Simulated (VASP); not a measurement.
Input of a VASP 6.6.1 run:

INCAR

```
SYSTEM = CsI
PREC = Accurate ; ENCUT = 500
EDIFF = 1E-6 ; ISMEAR = 0
SIGMA = 0.01 ; LREAL = .FALSE.
LASPH = .TRUE. ; NELM = 120
ALGO = Normal ; ISIF = 2
LWAVE = .FALSE. ; LCHARG = .FALSE.
GGA = CA ; NBANDS = 15
GGA_COMPAT = .FALSE.
```

File KPOINTS:

```
Automatic mesh
0
G
  6 6 6
  0 0 0
```

Contents of POSCAR:

```
CsI
1.0
    4.6080834137      0.0000000000      0.0000000000
    0.0000000000      4.6080834137      0.0000000000
    0.0000000000      0.0000000000      4.6080834137
Cs I
1 1
Direct
    0.0000000000      0.0000000000      0.0000000000
    0.5000000000      0.5000000000      0.5000000000
```

Potentials or basis: VASP PAW LDA potentials, release 64 (Cs_sv, I).

Launch:

```bash
$ cat potpaw_LDA.64/Cs_sv/POTCAR potpaw_LDA.64/I/POTCAR > POTCAR
$ mpirun -np 1 vasp_std > vasp.out
```

(1) What does it give for the pressure?

(2) Predict the band gap on the k mesh.

Results:

(1) -1.6 GPa.

(2) 3.45 eV (least direct gap 3.55 eV).

Caveat: spin-orbit coupling is left out, which moves the levels of the heavy elements.
